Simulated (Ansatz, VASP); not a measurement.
**SnO in VASP and in Ansatz**

The input INCAR:

```
ALGO = Normal
DIPOL = 0.5 0.5 0.394
EDIFF = 1E-7
ENCUT = 520
GGA = PE
IDIPOL = 3
ISIF = 2
ISMEAR = 0
IVDW = 12
LASPH = T
LCHARG = F
LDIPOL = T
LREAL = F
LWAVE = F
NBANDS = 50
NELM = 80
PREC = Accurate
SIGMA = 0.05
```

Contents of KPOINTS:

```
k-points
0
Gamma
  7 7 1
```

The input POSCAR:

```
SnO
1.0
    3.8201526160      0.0002954389      0.0000000000
   -0.0003145156      3.8201526145      0.0000000000
    0.0000000000      0.0000000000     22.2260756252
Sn O
4 4
Direct
    0.9999453016      0.9999453016      0.2024648920
    0.4999453016      0.4999453016      0.3087831576
    0.8749453016      0.9999453016      0.4797535108
    0.3749453016      0.4999453016      0.5860717765
    0.9999461184      0.4999461184      0.2556240248
    0.4999461184      0.9999461184      0.2556240248
    0.8749461184      0.4999461184      0.5329126436
    0.3749461184      0.9999461184      0.5329126436
```

Input for Ansatz:

```yaml
crystal:
  lattice:
    - [3.8201528543, 0.0002954551, 0.0]
    - [-0.0003145191, 3.8201528528, 0.0]
    - [0.0, 0.0, 22.226074346]
  atoms:
    - { symbol: Sn, position: [0.9999452911, 0.9999452911, 0.2024649036] }
    - { symbol: O, position: [0.9999461074, 0.4999461074, 0.2556240251] }
    - { symbol: O, position: [0.4999461074, 0.9999461074, 0.2556240251] }
    - { symbol: Sn, position: [0.4999452911, 0.4999452911, 0.3087831466] }
    - { symbol: Sn, position: [0.8749452911, 0.9999452911, 0.4797535096] }
    - { symbol: O, position: [0.8749461074, 0.4999461074, 0.5329126311] }
    - { symbol: O, position: [0.3749461074, 0.9999461074, 0.5329126311] }
    - { symbol: Sn, position: [0.3749452911, 0.4999452911, 0.5860717526] }
basis:
  ecutwfc: 420
kpoints:
  mp_grid: { grid: [7, 7, 1] }
hamiltonian:
  xc: pbe
  pseudopotentials: { kind: paw, azcp: { folder: soft_1 } }
  dispersion: d3bj
scf:
  occupations: { method: gaussian, width: 0.05 }
output:
  forces: true
  eigenvalues: true
efield:
  axis: 3
  dipole_correction: true
  ramp_width: 0.04
```

Alike in both runs: task single point; functional PBE; dispersion D3(BJ); k mesh 7 × 7 × 1; occupations gaussian, width 0.05 eV; no spin polarisation.

|  | VASP | Ansatz |
| --- | --- | --- |
| version | VASP 6.6.1 | Ansatz 0.2.0 |
| potentials or method | VASP PAW PBE potentials, release 64 (Sn_d, O), cutoff 520 eV | scalar-relativistic, plane waves, PAW |
| valence electrons in the cell | 80 | 80 |

Ansatz gave:

* gap on the k mesh at the Fermi level (eV): 2.47
* least direct gap on the mesh (eV): 2.56
* rms of the force components (eV/Å): 0.030

Estimate VASP's values.

gap on the k mesh at the Fermi level (eV): 2.46; least direct gap on the mesh (eV): 2.51; rms of the force components (eV/Å): 0.059.

Ansatz's warnings: structure snapped to symmetry.
